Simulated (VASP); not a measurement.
Set up this calculation in VASP 6.6.1, as the native input.

- Task: single point
- Functional: RPBE
- Potentials or basis: VASP PAW PBE potentials, release 64 (Ni)
- Cutoff: 520 eV
- k mesh: 25 × 25 × 25
- Occupations: fermi-dirac, width 0.1 eV
- Spin: no spin polarisation
- Dipole correction: no
- Further INCAR settings: ALGO = Normal; EDIFF = 1e-06; NBANDS = 11

The structure of Ni lies in POSCAR:

```
Ni
1.0
    0.0000000000      1.8201943239      1.8201943239
    1.8201943239      0.0000000000      1.8201943239
    1.8201943239      1.8201943239      0.0000000000
Ni
1
Direct
    0.0000000000      0.0000000000      0.0000000000
```

This cell differs from its parent crystal: volume scaled by 1.08.

The input as run:

INCAR

```
SYSTEM = Ni
PREC = Accurate ; ENCUT = 520
EDIFF = 1E-6 ; ISMEAR = -1
SIGMA = 0.1 ; LREAL = .FALSE.
LASPH = .TRUE. ; NELM = 80
ALGO = Normal ; ISIF = 2
LWAVE = .FALSE. ; LCHARG = .FALSE.
GGA = RP ; NBANDS = 11
```

KPOINTS

```
Automatic mesh
0
G
  25 25 25
  0 0 0
```

Potentials or basis: VASP PAW PBE potentials, release 64 (Ni).

The run is started by

```bash
$ cat potpaw_PBE.64/Ni/POTCAR > POTCAR
$ mpirun -np 1 vasp_std > vasp.out
```

It gave:

```
Pressure               : -11.1 GPa
Band gap on the k mesh : zero (band 5 reaches 8.08 eV, above the bottom of band 6 at 7.26 eV)
```

Caveat: the PAW data sets were made with another functional, which shifts forces and pressure a little; the run has no spin polarisation, though such a crystal can be magnetic.

Wall time 20 s on 1 thread of Intel(R) Xeon(R) 6975P-C (Granite Rapids), with other jobs on the host, peak memory 0.17 GiB.
